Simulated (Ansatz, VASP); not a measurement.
**Two plane-wave programs on Cr**

Contents of INCAR:

```
SYSTEM = Cr
ALGO = Normal ; EDIFF = 1E-7
ENCUT = 520 ; GGA = PE
ISIF = 2 ; ISMEAR = 0
ISPIN = 2 ; LASPH = .TRUE.
LCHARG = .FALSE. ; LMAXMIX = 4
LORBIT = 11 ; LREAL = .FALSE.
LWAVE = .FALSE. ; MAGMOM = 0.05
NBANDS = 16 ; NELM = 150
PREC = Accurate ; SIGMA = 0.05
```

File KPOINTS:

```
k-points
0
G
  22 22 22
  0 0 0
```

File POSCAR:

```
Cr
1.0
   -1.4241107216      1.4241107216      1.4241107216
    1.4241107216     -1.4241107216      1.4241107216
    1.4241107216      1.4241107216     -1.4241107216
Cr
1
Direct
    0.0000000000      0.0000000000      0.0000000000
```

Input for Ansatz:

```yaml
crystal:
  lattice:
    - [-1.4241107216, 1.4241107216, 1.4241107216]
    - [1.4241107216, -1.4241107216, 1.4241107216]
    - [1.4241107216, 1.4241107216, -1.4241107216]
  atoms:
    - { symbol: Cr, position: [0.0, 0.0, 0.0], spin: 0.05 }
basis:
  ecutwfc: 420
  ecutrho_ratio: 4
kpoints:
  mp_grid: { grid: [22, 22, 22] }
hamiltonian:
  xc: pbe
scf:
  occupations: { method: gaussian, width: 0.05 }
output:
  forces: true
  stress: true
  eigenvalues: true
  populations: true
magnetization:
  spin_polarized: true
```

Alike in both runs: task single point; functional PBE; k mesh 22 × 22 × 22; occupations gaussian, width 0.05 eV; collinear spin.

|  | VASP | Ansatz |
| --- | --- | --- |
| version | VASP 6.6.1 | Ansatz 0.2.0 |
| potentials or method | VASP PAW PBE potentials, release 64 (Cr_pv), cutoff 520 eV | scalar-relativistic, plane waves, PAW |
| valence electrons in the cell | 12 | 14 |

|  | VASP | Ansatz | Ansatz less VASP |
| --- | --- | --- | --- |
| gap on the k mesh at the Fermi level (eV) | none | none | - |
| pressure (GPa) | -0.5 | 0.0 | +0.52 |
| net moment per atom (μB) | 0.00 | 0.00 | 0.000 |

A gap of «none» marks a metal or a gap that the smearing closes. The functional is the same, so the differences come from potentials, cutoffs and numerics. VASP's potentials hold 12 valence electrons a cell and Ansatz's 14, so a difference there can come from the potentials and not from the codes. Ansatz's warnings: seeded moment not kept.
